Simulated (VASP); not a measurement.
B2P:

```
B P
1.0
     1.44486    0.83419    3.70544
    -1.44486    0.83419    3.70544
     0.00000   -1.66838    3.70544
B P
2 1
Cartesian
  0.0000 0.0000 4.6251
  0.0000 0.0000 6.4912
  0.0000 0.0000 0.0000
```

```yaml
Program: VASP 6.6.1
Task: relaxation of cell and atoms
Functional: PBE
Potentials_or_basis: VASP PAW PBE potentials, release 64 (B, P)
Cutoff: 600 eV
k_mesh: 6 × 6 × 6
Occupations: gaussian, width 0.1 eV
Spin: no spin polarisation
```

At the start: pressure 42.9 GPa; volume 8.93 Å³/atom.

Where does the relaxation end?

Over 16 steps the energy falls by 414.1 meV/atom and the volume is 10.36 Å³/atom (+16.0 %); space group R-3m (No. 166, to 0.05 Å).

The path:
```
step  energy change (eV)  largest force (eV/Å)  pressure (GPa)  volume (Å³)
   1              0.0000                4.6160           42.88        26.80
   2             -0.4112                4.8062          -11.78        37.10
   3             -1.2064                0.0902           -1.69        32.02
   4             -1.2074                0.2158           -1.09        31.87
   5             -1.2071                0.3069           -0.61        31.77
   6             -1.2177                0.0692            0.19        31.52
   7             -1.2165                0.8330            2.58        30.79
   8             -1.2233                0.3192            1.29        31.19
   9             -1.2282                0.2618            1.06        31.16
  10             -1.2401                0.1940            0.48        31.04
  11             -1.2181                0.1803           -0.19        30.78
  12             -1.2410                0.2336            0.37        30.99
  13             -1.2411                0.2253            0.39        31.00
  14             -1.2422                0.0774            0.20        31.04
  15             -1.2423                0.0139            0.12        31.06
  16             -1.2423                0.0107            0.04        31.07
```

Final structure:
```cif
data_structure
_symmetry_space_group_name_H-M 'P 1'
_symmetry_Int_Tables_number 1
_cell_length_a 4.3110
_cell_length_b 4.3110
_cell_length_c 4.3110
_cell_angle_alpha 40.954
_cell_angle_beta 40.954
_cell_angle_gamma 40.954
_cell_volume 31.07
loop_
_atom_site_label
_atom_site_type_symbol
_atom_site_fract_x
_atom_site_fract_y
_atom_site_fract_z
_atom_site_occupancy
B1 B 0.42963 0.42963 0.42963 1
B2 B 0.57037 0.57037 0.57037 1
P1 P 0.00000 0.00000 0.00000 1
```

Caveat: the k points lie up to 0.41 Å⁻¹ apart in the final cell; the volume moved by over 15 % at a fixed basis, so the end points are rough.
